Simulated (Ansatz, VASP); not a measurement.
# Two plane-wave programs on CaB6

```xyz
7
Lattice="4.2606 0.0000 0.0000 0.0000 4.2606 0.0000 0.0000 0.0000 4.2606" Properties=species:S:1:pos:R:3 pbc="T T T"
Ca    2.1303    2.1303    2.1303
B     0.0000    0.0000    1.2625
B     0.0000    0.0000    2.9981
B     1.2625    0.0000    0.0000
B     2.9981    0.0000    0.0000
B     0.0000    1.2625    0.0000
B     0.0000    2.9981    0.0000
```

Alike in both runs: functional PBEsol; k mesh 10 × 10 × 10; occupations gaussian, width 0.1 eV; no spin polarisation.

Ansatz relaxed the structure, and its values are those at the end. VASP's run is a single point on that final structure, the one shown.

|  | VASP | Ansatz |
| --- | --- | --- |
| version | VASP 6.6.1 | Ansatz 0.2.0 |
| potentials or method | VASP PAW PBE potentials, release 64 (Ca_sv, B), cutoff 520 eV | scalar-relativistic, plane waves, PAW |
| valence electrons in the cell | 28 | 28 |

|  | VASP | Ansatz | Ansatz less VASP |
| --- | --- | --- | --- |
| pressure (GPa) | -12.0 | -12.2 | -0.22 |
| rms of the force components (eV/Å) | 0.014 | 0.000 | -0.0142 |

VASP's potentials were made for PBE, not for PBEsol. Ansatz's warnings: stress scf threshold loose.
